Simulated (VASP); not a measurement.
Crystal: Ca3PbN.

```
Ca Pb N
1.0
     5.95399    0.00000    0.00000
     0.00000    5.95399    0.00000
     0.00000    0.00000    5.95399
Ca Pb N
3 1 1
Direct
  0.50000 0.50000 0.00000
  0.50000 0.00000 0.50000
  0.00000 0.50000 0.50000
  0.50000 0.50000 0.50000
  0.00000 0.00000 0.00000
```

```yaml
Program: VASP 6.6.1
Task: relaxation of cell and atoms
Functional: LDA
Potentials_or_basis: VASP PAW LDA potentials, release 64 (Ca_sv, Pb_d, N)
Cutoff: 600 eV
k_mesh: 5 × 5 × 5
Occupations: methfessel-paxton, width 0.05 eV
Spin: no spin polarisation
```

At the start: pressure -2.6 GPa; volume 42.21 Å³/atom.

Question: How do energy, volume and symmetry change on relaxing?

Answer: Over 3 steps the energy falls by 46.2 meV/atom and the volume is 37.16 Å³/atom (-12.0 %); space group Pm-3m (No. 221, to 0.1 Å) before and after.

The path:
| step | energy change (eV) | largest force (eV/Å) | pressure (GPa) | volume (Å³) |
| --- | --- | --- | --- | --- |
| 1 | 0.0000 | 0.0000 | -2.61 | 211.07 |
| 2 | -0.2195 | 0.0000 | -0.69 | 190.78 |
| 3 | -0.2310 | 0.0000 | -0.04 | 185.82 |

Final structure:
```
Ca Pb N
1.0
     5.70642    0.00000    0.00000
     0.00000    5.70642    0.00000
     0.00000    0.00000    5.70642
Ca Pb N
3 1 1
Direct
  0.50000 0.50000 0.00000
  0.50000 0.00000 0.50000
  0.00000 0.50000 0.50000
  0.50000 0.50000 0.50000
  0.00000 0.00000 0.00000
```
